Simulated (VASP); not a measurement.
# Al12NO in VASP: a series of runs

Runs on Al12NO. Level: PBE. Tasks: single point.

All numbers are computed with VASP 6.6.1; they aren't measurements. Logs are shortened: lines on timing, memory, paths and dates and some standing lists are left out, and cuts for length are marked.

## (1) The cell of the first run

The cell holds a slab with vacuum, 14 atoms: a = 5.714 Å, b = 5.714 Å, c = 22.175 Å, α = 90.00°, β = 90.00°, γ = 90.00°.

## (2) Single point, PBE, collinear spin, ferromagnetic start

INCAR reads:

```
PREC     = Accurate       # precision mode
ENCUT    = 520            # plane-wave cutoff, eV
EDIFF    = 1E-7           # SCF threshold, eV
ISMEAR   = 0              # smearing method
SIGMA    = 0.1            # smearing width, eV
LREAL    = F              # projectors in reciprocal space
LASPH    = T              # aspherical terms in the spheres
NELM     = 150            # most SCF steps
ALGO     = Fast           # electronic algorithm
ISIF     = 2              # what is computed and relaxed
LWAVE    = F              # write WAVECAR
LCHARG   = T              # write CHGCAR
ISPIN    = 2              # spin polarisation
MAGMOM   = 0 0 0 0 0 0 0 0 0 0 0 0 1 0 # initial moments
LORBIT   = 11             # projections on sites
LDIPOL   = T            
IDIPOL   = 3            
DIPOL    = 0.5 0.5 0.293
GGA      = PE             # functional
LELF     = T              # ELF
LVHAR    = T            
LVACPOTAV= T            
NBANDS   = 40             # bands
```

KPOINTS reads:

```
Automatic mesh
0
Gamma
  5 5 1
```

POSCAR reads:

```
Al12NO
1.0
    5.7143028096      0.0000000000      0.0000000000
    0.0000000000      5.7143028096      0.0000000000
    0.0000000000      0.0000000000     22.1750227966
Al N O
12 1 1
Direct
    0.2500000000      0.2500000000      0.1803831291
    0.2500000000      0.7500000000      0.1803831291
    0.7500000000      0.2500000000      0.1803831291
    0.7500000000      0.7500000000      0.1803831291
    0.0000000000      0.0000000000      0.2744094953
    0.0000000000      0.5000000000      0.2744094953
    0.5000000000      0.0000000000      0.2744094953
    0.5000000000      0.5000000000      0.2744094953
    0.2500000000      0.2500000000      0.3686590481
    0.2500000000      0.7500000000      0.3686590481
    0.7500000000      0.2500000000      0.3686590481
    0.7500000000      0.7500000000      0.3686590481
    0.2685631924      0.5000000000      0.4047356740
    0.7314368076      0.5000000000      0.4047356740
```

Potentials or basis: VASP PAW PBE potentials, release 64 (Al, N, O).

On the command line:

```bash
$ cat potpaw_PBE.64/Al/POTCAR potpaw_PBE.64/N/POTCAR potpaw_PBE.64/O/POTCAR > POTCAR
$ mpirun -np 1 vasp_std > vasp.out
```

OUTCAR:

```text
PREC = Accurate
   ENCUT = 520
   EDIFF = 1E-7
   ISMEAR = 0
   LREAL = F
   LASPH = T
   NELM = 150
   ISIF = 2
   ISPIN = 2
   LORBIT = 11
   GGA = PE

 ion  position               nearest neighbor table
   1  0.250  0.250  0.180-   2 2.86   3 2.86   2 2.86   3 2.86   7 2.90   8 2.90   5 2.90   6 2.90

   2  0.250  0.750  0.180-   1 2.86   4 2.86   1 2.86   4 2.86   7 2.90   8 2.90   5 2.90   6 2.90

   3  0.750  0.250  0.180-   1 2.86   4 2.86   4 2.86   1 2.86   7 2.90   8 2.90   5 2.90   6 2.90
[... 4 lines left out ...]
                            11 2.91  12 2.91   9 2.91  10 2.91
   6  0.000  0.500  0.274-   5 2.86   8 2.86   5 2.86   8 2.86   1 2.90   2 2.90   3 2.90   4 2.90
                            11 2.91  12 2.91   9 2.91  10 2.91
   7  0.500  0.000  0.274-   5 2.86   8 2.86   8 2.86   5 2.86   1 2.90   2 2.90   3 2.90   4 2.90
                            11 2.91  12 2.91   9 2.91  10 2.91
   8  0.500  0.500  0.274-   6 2.86   7 2.86   7 2.86   6 2.86   1 2.90   2 2.90   3 2.90   4 2.90
                            11 2.91  12 2.91   9 2.91  10 2.91
   9  0.250  0.250  0.369-  13 1.64  11 2.86  10 2.86  10 2.86  11 2.86   6 2.91   7 2.91   8 2.91
                             5 2.91
  10  0.250  0.750  0.369-  13 1.64  12 2.86   9 2.86   9 2.86  12 2.86   6 2.91   7 2.91   8 2.91
                             5 2.91
  11  0.750  0.250  0.369-  14 1.64  12 2.86   9 2.86  12 2.86   9 2.86   6 2.91   7 2.91   8 2.91
                             5 2.91
  12  0.750  0.750  0.369-  14 1.64  11 2.86  10 2.86  11 2.86  10 2.86   6 2.91   7 2.91   8 2.91
                             5 2.91
  13  0.269  0.500  0.405-   9 1.64  10 1.64
  14  0.731  0.500  0.405-  11 1.64  12 1.64

  LATTYP: Found a simple tetragonal cell.
 ALAT       =     5.7143028096
 C/A-ratio  =     3.8806173798

  Lattice vectors:

 A1 = (   5.7143028096,   0.0000000000,   0.0000000000)
 A2 = (   0.0000000000,   5.7143028096,   0.0000000000)
 A3 = (   0.0000000000,   0.0000000000,  22.1750227966)

Analysis of symmetry for initial positions (statically):
=====================================================================
 Subroutine PRICEL returns:
 Original cell was already a primitive cell.

 Routine SETGRP: Setting up the symmetry group for a
 simple tetragonal supercell.

 Subroutine GETGRP returns: Found  2 space group operations
 (whereof  2 operations were pure point group operations)
 out of a pool of 16 trial point group operations.

The static configuration has the point symmetry C_1h.

Analysis of symmetry for dynamics (positions and initial velocities):
=====================================================================
 Subroutine PRICEL returns:
 Original cell was already a primitive cell.

 Routine SETGRP: Setting up the symmetry group for a
 simple tetragonal supercell.

 Subroutine GETGRP returns: Found  2 space group operations
 (whereof  2 operations were pure point group operations)
 out of a pool of 16 trial point group operations.

The dynamic configuration has the point symmetry C_1h.

Analysis of structural, dynamic, and magnetic symmetry:
=====================================================================
 Subroutine PRICEL returns:
 Original cell was already a primitive cell.

 Routine SETGRP: Setting up the symmetry group for a
 simple tetragonal supercell.

 Subroutine GETGRP returns: Found  2 space group operations
 (whereof  2 operations were pure point group operations)
 out of a pool of 16 trial point group operations.

The overall configuration has the point symmetry C_1h.

 Subroutine INISYM returns: Found  2 space group operations
 (whereof  2 operations are pure point group operations),
 and found     1 'primitive' translations

----------------------------------------------------------------------------------------

                                     Primitive cell

  volume of cell :     724.0867

  direct lattice vectors                    reciprocal lattice vectors
     5.714302810  0.000000000  0.000000000     0.174999476  0.000000000  0.000000000
     0.000000000  5.714302810  0.000000000     0.000000000  0.174999476  0.000000000
     0.000000000  0.000000000 22.175022797     0.000000000  0.000000000  0.045095782

  length of vectors
     5.714302810  5.714302810 22.175022797     0.174999476  0.174999476  0.045095782

  position of ions in fractional coordinates (direct lattice)
     0.250000000  0.250000000  0.180383129
     0.250000000  0.750000000  0.180383129
     0.750000000  0.250000000  0.180383129
     0.750000000  0.750000000  0.180383129
     0.000000000  0.000000000  0.274409495
     0.000000000  0.500000000  0.274409495
     0.500000000  0.000000000  0.274409495
     0.500000000  0.500000000  0.274409495
     0.250000000  0.250000000  0.368659048
[... 77 lines left out ...]
   NELM   =    150;   NELMIN=  2; NELMDL= -5     # of ELM steps
   EDIFF  = 0.1E-06   stopping-criterion for ELM
   LREAL  =      F    real-space projection
   EDIFFG = 0.1E-05   stopping-criterion for IOM
   NSW    =      0    number of steps for IOM
   IBRION =     -1    ionic relax: 0-MD 1-quasi-New 2-CG
   NFREE  =      0    steps in history (QN), initial steepest desc. (CG)
   ISIF   =      2    stress and relaxation
   ISYM   =      2    0-nonsym 1-usesym 2-fastsym
   POTIM  = 0.5000    time-step for ionic-motion
   TEBEG  =    0.0;   TEEND  =   0.0 temperature during run
   PSTRESS=    0.0 pullay stress
   NELECT =      47.0000    total number of electrons
   NUPDOWN=      -1.0000    fix difference up-down
   EMIN   =  10.00;   EMAX   =-10.00  energy-range for DOS
   EFERMI =   0.00;   METHOD = LEGACY
   ISMEAR =     0;   SIGMA  =   0.10  broadening in eV -4-tet -1-fermi 0-gaus
   EFERMI_NEDOS =   21; number of points for ismear=-14 and -15
   IALGO  =     68    algorithm
   IMIX   =      4    mixing-type and parameters
     AMIX     =   0.40;   BMIX     =  1.00
     AMIX_MAG =   1.60;   BMIX_MAG =  1.00
  volume/ion in A,a.u.               =      51.72       349.03
  Fermi-wavevector in a.u.,A,eV,Ry     =   0.657926  1.243300  5.889514  0.432867
  Thomas-Fermi vector in A             =   1.729587
   LORBIT       =     11    0 simple, 1 ext, 2 COOP (PROOUT), +10 PAW based schemes
   GGA     = PE    functional components
   LHFCALC =     F    Hartree Fock is set to
   AEXX    =    0.0000 exact exchange contribution
   IVDW    =     0    specifies the selected vdW correction
   LEPSILON=     F    determine dielectric tensor
   LRPA    =     F    only Hartree local field effects (RPA)
 spin polarized calculation
 RMM-DIIS sequential band-by-band and
 Gauss-broadening in eV      SIGMA  =   0.10
  energy-cutoff  :      520.00
  volume of cell :      724.09
 maximum number of plane-waves:     19529
   NGX = 21   NGY = 21   NGZ = 83

 dipolmoment           0.000000      0.000000     -0.186753 electrons x Angstroem

 number of electron      46.9999997 magnetization       0.0000101

 dipolmoment           0.000000      0.000000      0.172490 electrons x Angstroem

 Free energy of the ion-electron system (eV)
  ---------------------------------------------------
  ext. energy  EPLUGINS =         0.00000000
  ---------------------------------------------------
  free energy    TOTEN  =       -56.06967098 eV

  energy without entropy =      -56.04710350  energy(sigma->0) =      -56.05838724

 E-fermi :  -1.2330     XC(G=0):  -3.8187

 val. band max:       -1.2501835444   @ k =   0.0000   0.2000   0.0000
 cond. band min:      -1.1991697709   @ k =   0.4000   0.0000   0.0000
 fundamental gap:      0.0510137735
 Fermi energy:        -1.2330233269

 spin component 1

 k-point     1 :       0.0000    0.0000    0.0000
  band No.  band energies     occupation
      1     -20.1757      1.00000
      2     -15.1117      1.00000
      3     -11.0764      1.00000
      4      -8.6558      1.00000
      5      -7.8376      1.00000
      6      -7.0819      1.00000
[... 331 lines left out ...]
     34       1.7418      0.00000
     35       2.0444      0.00000
 Fermi energy:        -1.2330233269

 spin component 2

 k-point     1 :       0.0000    0.0000    0.0000
  band No.  band energies     occupation
      1     -20.1757      1.00000
      2     -15.1117      1.00000
      3     -11.0764      1.00000
      4      -8.6558      1.00000
      5      -7.8376      1.00000
      6      -7.0819      1.00000
[... 331 lines left out ...]
     34       1.7418      0.00000
     35       2.0444      0.00000
 [bands above 35 left out]

------------------------ aborting loop because EDIFF is reached ----------------------------------------

  FORCE on cell =-STRESS in cart. coord.  units (eV):
  Direction    XX          YY          ZZ          XY          YZ          ZX
  --------------------------------------------------------------------------------------
  -------------------------------------------------------------------------------------
  Total        0.4984692      6.8365111      6.0684768      0.0000000      0.0000000      0.3097964
  in kB        1.1029564     15.1270600     13.4276404      0.0000000      0.0000000      0.6854826
  external PRESSURE =       9.8858856 kB  Pullay stress =       0.0000000 kB

 VOLUME and BASIS-vectors are now :
 -----------------------------------------------------------------------------
  energy-cutoff  :      520.00
  volume of cell :      724.09
      direct lattice vectors                 reciprocal lattice vectors
     5.714302810  0.000000000  0.000000000     0.174999476  0.000000000  0.000000000
     0.000000000  5.714302810  0.000000000     0.000000000  0.174999476  0.000000000
     0.000000000  0.000000000 22.175022797     0.000000000  0.000000000  0.045095782

 POSITION                                       TOTAL-FORCE (eV/Angst)
 -----------------------------------------------------------------------------------
      1.42858      1.42858      4.00000        -0.033364     -0.051325      0.076328
      1.42858      4.28573      4.00000        -0.033364      0.051325      0.076328
      4.28573      1.42858      4.00000         0.034264     -0.019325     -0.085886
      4.28573      4.28573      4.00000         0.034264      0.019325     -0.085886
      0.00000      0.00000      6.08504        -0.030803      0.000000      0.132634
      0.00000      2.85715      6.08504        -0.152445      0.000000     -0.463663
      2.85715      0.00000      6.08504         0.037297      0.000000      0.210993
      2.85715      2.85715      6.08504         0.119309      0.000000     -0.466149
      1.42858      1.42858      8.17502        -0.375254     -3.961367     -1.727616
      1.42858      4.28573      8.17502        -0.375254      3.961367     -1.727616
      4.28573      1.42858      8.17502         0.224085     -2.517875     -0.973077
      4.28573      4.28573      8.17502         0.224085      2.517875     -0.973077
      1.53465      2.85715      8.97502         0.027099      0.000000      3.398832
      4.17965      2.85715      8.97502         0.300084      0.000000      2.607854
 -----------------------------------------------------------------------------------
    total drift:                                0.000071     -0.000000     -0.000152

  FREE ENERGIE OF THE ION-ELECTRON SYSTEM (eV)
  ---------------------------------------------------
  free  energy   TOTEN  =       -56.0696709752 eV

  energy  without entropy=      -56.0471034970  energy(sigma->0) =      -56.05838724

 vacuum level on the upper side and lower side of the slab         4.167         3.211

 total charge

# of ion       s       p       d       tot
------------------------------------------
    1        0.470   0.286   0.000   0.755
    2        0.470   0.286   0.000   0.755
    3        0.463   0.293   0.000   0.756
    4        0.463   0.293   0.000   0.756
    5        0.432   0.319   0.000   0.750
    6        0.439   0.328   0.000   0.767
    7        0.429   0.322   0.000   0.750
    8        0.440   0.326   0.000   0.765
    9        0.438   0.429   0.000   0.867
   10        0.438   0.429   0.000   0.867
   11        0.423   0.384   0.000   0.807
   12        0.423   0.384   0.000   0.807
   13        1.299   2.509   0.000   3.809
   14        1.582   3.598   0.000   5.180
--------------------------------------------------
tot          8.208  10.185   0.000  18.393

 magnetization (x)

# of ion       s       p       d       tot
------------------------------------------
    1       -0.000  -0.000   0.000  -0.000
    2       -0.000  -0.000   0.000  -0.000
    3       -0.000  -0.000   0.000  -0.000
    4       -0.000  -0.000   0.000  -0.000
    5        0.000   0.000   0.000   0.000
    6       -0.000  -0.000   0.000  -0.000
    7        0.000   0.000   0.000   0.000
    8       -0.000   0.000   0.000  -0.000
    9        0.000   0.000   0.000   0.000
   10        0.000   0.000   0.000   0.000
   11        0.000   0.000   0.000   0.000
   12        0.000   0.000   0.000   0.000
   13        0.000   0.000   0.000   0.000
   14        0.000   0.000   0.000   0.000
--------------------------------------------------
tot         -0.000   0.000   0.000   0.000
```

It took 40 min on 1 thread of Oxide Virtual Turin-like, shared host; peak memory 1 GiB.

What came out:

- Free energy: -56.0697 eV
- Largest force: 4.338 eV/Å
- Net moment: 0.00 μB per cell
- Valence electrons inside the program's atomic spheres: Al 0.76, 0.75, 0.77, 0.87, 0.81 (each value once); N 3.81; O 5.18

Forces on the atoms (eV/Å):
```
Al  -0.033 -0.051  0.076
Al  -0.033  0.051  0.076
Al   0.034 -0.019 -0.086
Al   0.034  0.019 -0.086
Al  -0.031  0.000  0.133
Al  -0.152  0.000 -0.464
Al   0.037  0.000  0.211
Al   0.119  0.000 -0.466
Al  -0.375 -3.961 -1.728
Al  -0.375  3.961 -1.728
Al   0.224 -2.518 -0.973
Al   0.224  2.518 -0.973
N    0.027  0.000  3.399
O    0.300  0.000  2.608
```

[end of part 1 of 2]
